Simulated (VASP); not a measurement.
# AlH5 (P-43m) in VASP: further runs, part 2 of 2

VASP 6.6.1. Earlier steps stand in the parts before.

## Step 3: Single point, PBE

This run uses another cell than the first one, of 9.37 Å³/atom.

File INCAR:

```
SYSTEM = AlH5
PREC = Accurate
ENCUT = 520
EDIFF = 1E-6
ISMEAR = 0
SIGMA = 0.1
LREAL = .False.
LASPH = .True.
NELM = 100
ALGO = Normal
ISIF = 2
LWAVE = .False.
LCHARG = .False.
GGA = PE
NBANDS = 13
```

File KPOINTS:

```
Automatic mesh
0
Gamma
  4 4 4
  0 0 0
```

File POSCAR:

```
AlH5
1.0
    3.8301923900      0.0000000000      0.0000000000
    0.0000000000      3.8301923900      0.0000000000
    0.0000000000      0.0000000000      3.8301923900
Al H
1 5
Direct
    0.5000000000      0.5000000000      0.5000000000
    0.2169226100      0.2169226100      0.2169226100
    0.7830773900      0.7830773900      0.2169226100
    0.7830773900      0.2169226100      0.7830773900
    0.2169226100      0.7830773900      0.7830773900
    0.0000000000      0.0000000000      0.0000000000
```

Potentials or basis: VASP PAW PBE potentials, release 64 (Al, H).

Launch:

```console
> cat potpaw_PBE.64/Al/POTCAR potpaw_PBE.64/H/POTCAR > POTCAR
> mpirun -np 1 vasp_std > vasp.out
```

OUTCAR:

```text
SYSTEM = AlH5
   PREC = Accurate
   ENCUT = 520
   EDIFF = 1E-6
   ISMEAR = 0
   LREAL = .False.
   LASPH = .True.
   NELM = 100
   ISIF = 2
   GGA = PE

 ion  position               nearest neighbor table
   1  0.500  0.500  0.500-   2 1.88   3 1.88   4 1.88   5 1.88
   2  0.217  0.217  0.217-   1 1.88
   3  0.783  0.783  0.217-   1 1.88
   4  0.783  0.217  0.783-   1 1.88
   5  0.217  0.783  0.783-   1 1.88
   6  0.000  0.000  0.000-

  LATTYP: Found a simple cubic cell.
 ALAT       =     3.8301923900

  Lattice vectors:

 A1 = (   3.8301923900,   0.0000000000,   0.0000000000)
 A2 = (   0.0000000000,   3.8301923900,   0.0000000000)
 A3 = (   0.0000000000,   0.0000000000,   3.8301923900)

Analysis of symmetry for initial positions (statically):
=====================================================================
 Subroutine PRICEL returns:
 Original cell was already a primitive cell.

 Routine SETGRP: Setting up the symmetry group for a
 simple cubic supercell.

[... 177 lines left out ...]
     10       9.2553      0.00000
     11      10.5884      0.00000
     12      12.9032      0.00000
     13      12.9032      0.00000
[... 130 lines left out ...]
  band No.  band energies     occupation
      1      -5.0249      2.00000
      2      -2.1935      2.00000
      3      -2.1935      2.00000
      4      -2.1935      2.00000
      5      -1.2595      2.00000
      6       2.7341      0.00000
      7       2.7341      0.00000
      8       2.7341      0.00000
      9      10.8744      0.00000
     10      15.8964      0.00000
     11      15.8964      0.00000
     12      15.8964      0.00000
     13      17.0918      0.00000

------------------------ aborting loop because EDIFF is reached ----------------------------------------

  FORCE on cell =-STRESS in cart. coord.  units (eV):
  Direction    XX          YY          ZZ          XY          YZ          ZX
  --------------------------------------------------------------------------------------
  -------------------------------------------------------------------------------------
  Total       -4.4009341     -4.4009341     -4.4009341      0.0000000      0.0000000     -0.0000000
  in kB     -125.4855378   -125.4855378   -125.4855378      0.0000000      0.0000000     -0.0000000
  external PRESSURE =    -125.4855378 kB  Pullay stress =       0.0000000 kB

 VOLUME and BASIS-vectors are now :
 -----------------------------------------------------------------------------
  energy-cutoff  :      520.00
  volume of cell :       56.19
      direct lattice vectors                 reciprocal lattice vectors
     3.830192390  0.000000000  0.000000000     0.261083491  0.000000000  0.000000000
     0.000000000  3.830192390  0.000000000     0.000000000  0.261083491  0.000000000
     0.000000000  0.000000000  3.830192390     0.000000000  0.000000000  0.261083491

 POSITION                                       TOTAL-FORCE (eV/Angst)
 -----------------------------------------------------------------------------------
      1.91510      1.91510      1.91510        -0.000000      0.000000     -0.000000
      0.83086      0.83086      0.83086         0.405504      0.405504      0.405504
      2.99934      2.99934      0.83086        -0.405504     -0.405504      0.405504
      2.99934      0.83086      2.99934        -0.405504      0.405504     -0.405504
      0.83086      2.99934      2.99934         0.405504     -0.405504     -0.405504
      0.00000      0.00000      0.00000        -0.000000      0.000000      0.000000
 -----------------------------------------------------------------------------------
    total drift:                                0.000000      0.000000     -0.000000

  FREE ENERGIE OF THE ION-ELECTRON SYSTEM (eV)
  ---------------------------------------------------
  free  energy   TOTEN  =       -17.2639087018 eV

  energy  without entropy=      -17.2590813915  energy(sigma->0) =      -17.26149505
```

OSZICAR:

```text
N       E                     dE             d eps       ncg     rms          rms(c)
DAV:   1    -0.465586407752E+01   -0.46559E+01   -0.26925E+03   260   0.458E+02
DAV:   2    -0.172254115842E+02   -0.12570E+02   -0.11987E+02   349   0.675E+01
DAV:   3    -0.178259797540E+02   -0.60057E+00   -0.59430E+00   325   0.127E+01
DAV:   4    -0.178297438451E+02   -0.37641E-02   -0.37638E-02   300   0.113E+00
DAV:   5    -0.178298171719E+02   -0.73327E-04   -0.73326E-04   350   0.168E-01    0.472E+00
DAV:   6    -0.173542358984E+02    0.47558E+00   -0.52534E-01   295   0.247E+00    0.224E+00
DAV:   7    -0.172579174098E+02    0.96318E-01   -0.39858E-01   315   0.251E+00    0.539E-01
DAV:   8    -0.172637476141E+02   -0.58302E-02   -0.17378E-02   280   0.716E-01    0.157E-01
DAV:   9    -0.172638279089E+02   -0.80295E-04   -0.49117E-04   320   0.121E-01    0.116E-01
DAV:  10    -0.172639025399E+02   -0.74631E-04   -0.43714E-04   305   0.829E-02    0.178E-02
DAV:  11    -0.172639078875E+02   -0.53475E-05   -0.59329E-05   340   0.348E-02    0.135E-02
DAV:  12    -0.172639087018E+02   -0.81432E-06   -0.49527E-06   290   0.119E-02
   1 F= -.17263909E+02 E0= -.17261495E+02  d E =-.482731E-02
```

stdout:

```text
POSCAR found type information on POSCAR AlH
 POSCAR found :  2 types and       6 ions
 scaLAPACK will be used
 LDA part: xc-table for (Slater+PW92), standard interpolation
 POSCAR, INCAR and KPOINTS ok, starting setup
 FFT: planning ... GRIDC
 FFT: planning ... GRID_SOFT
 FFT: planning ... GRID
 WAVECAR not read
 entering main loop
```

Wall time 3.7 s (1 thread of Intel Xeon 6975P-C (Granite Rapids), shared host); peak memory 0.14 GiB.

What came out:

```
Free energy            : -17.2639 eV
Pressure               : -12.5 GPa
Largest force          : 0.702 eV/Å
Band gap on the k mesh : zero (bands 4 and 5 overlap by 0.93 eV)
```

Forces on the atoms (eV/Å):
```
Al   0.000  0.000  0.000
H    0.406  0.406  0.406
H   -0.406 -0.406  0.406
H   -0.406  0.406 -0.406
H    0.406 -0.406 -0.406
H    0.000  0.000  0.000
```

Caveat: the k points lie up to 0.41 Å⁻¹ apart, too coarse for converged energies and pressures of a metal.

## Step 4: Single point, PBE

This run uses another cell than the first one, of 6.81 Å³/atom.

INCAR: that of step 3 with these lines changed.

```diff
@@ -8,3 +8,3 @@
 LASPH = .True.
-NELM = 100
+NELM = 60
 ALGO = Normal
```

File KPOINTS:

```
Automatic mesh
0
Gamma
  6 6 6
  0 0 0
```

File POSCAR:

```
AlH5
1.0
    3.4447838972      0.0000000000      0.0000000000
    0.0000000000      3.4447838972      0.0000000000
    0.0000000000      0.0000000000      3.4447838972
Al H
1 5
Direct
    0.5000000000      0.5000000000      0.5000000000
    0.2173416667      0.2173416667      0.2173416667
    0.7826583333      0.7826583333      0.2173416667
    0.7826583333      0.2173416667      0.7826583333
    0.2173416667      0.7826583333      0.7826583333
    0.0000000000      0.0000000000      0.0000000000
```

Launch:

```console
> cat potpaw_PBE.64/Al/POTCAR potpaw_PBE.64/H/POTCAR > POTCAR
> mpirun -np 1 vasp_std > vasp.out
```

Wall time 5.4 s (1 thread of Intel Xeon 6975P-C (Granite Rapids), shared host); peak memory 0.15 GiB.

The run converged. Its results:

* Free energy: -18.0456 eV
* Pressure: -0.2 GPa
* Largest force: 0.031 eV/Å
* Band gap on the k mesh: zero (bands 4 and 5 overlap by 0.28 eV)

Forces on the atoms (eV/Å):
```
Al   0.000  0.000  0.000
H    0.018  0.018  0.018
H   -0.018 -0.018  0.018
H   -0.018  0.018 -0.018
H    0.018 -0.018 -0.018
H    0.000  0.000  0.000
```

Levels at points of the mesh, in eV from the Fermi level:
| k point | band 1 | band 2 | band 3 | band 4 | band 5 | band 6 | band 7 | band 8 | band 9 |
| --- | --- | --- | --- | --- | --- | --- | --- | --- | --- |
| (0.00, 0.00, 0.00) | -10.36 | -0.69 | -0.69 | -0.69 | -0.04 | 5.99 | 5.99 | 11.81 | 11.81 |
| (0.50, 0.00, 0.00) | -8.16 | -6.73 | -0.04 | -0.04 | 2.71 | 7.88 | 7.88 | 7.96 | 8.37 |
| (0.50, 0.50, 0.00) | -6.64 | -4.30 | -3.82 | -3.82 | 5.19 | 6.69 | 7.53 | 7.53 | 8.48 |
| (0.50, 0.50, 0.50) | -5.79 | -2.70 | -2.70 | -2.70 | -0.32 | 2.56 | 2.56 | 2.56 | 14.80 |

## Step 5: Overview

| cell | k mesh | gap on the mesh (eV) | pressure (GPa) | largest force (eV/Å) |
| --- | --- | --- | --- | --- |
| a = 3.455 Å, 6 atoms, atomic positions A | 4 × 4 × 4 | none | -0.2 | 0.06 |
| a = 3.830 Å, 6 atoms, atomic positions B | 4 × 4 × 4 | none | -12.5 | 0.70 |
| a = 3.445 Å, 6 atoms, atomic positions C | 6 × 6 × 6 | none | -0.2 | 0.03 |

Alike in all rows: task single point; level PBE; potentials or basis VASP PAW PBE potentials, release 64 (Al, H); no spin polarisation; cutoff (eV) 520; smearing gaussian 0.1 eV.

Caveats: some runs use coarse meshes.

Absolute energies hang on the potentials; compare differences alone.
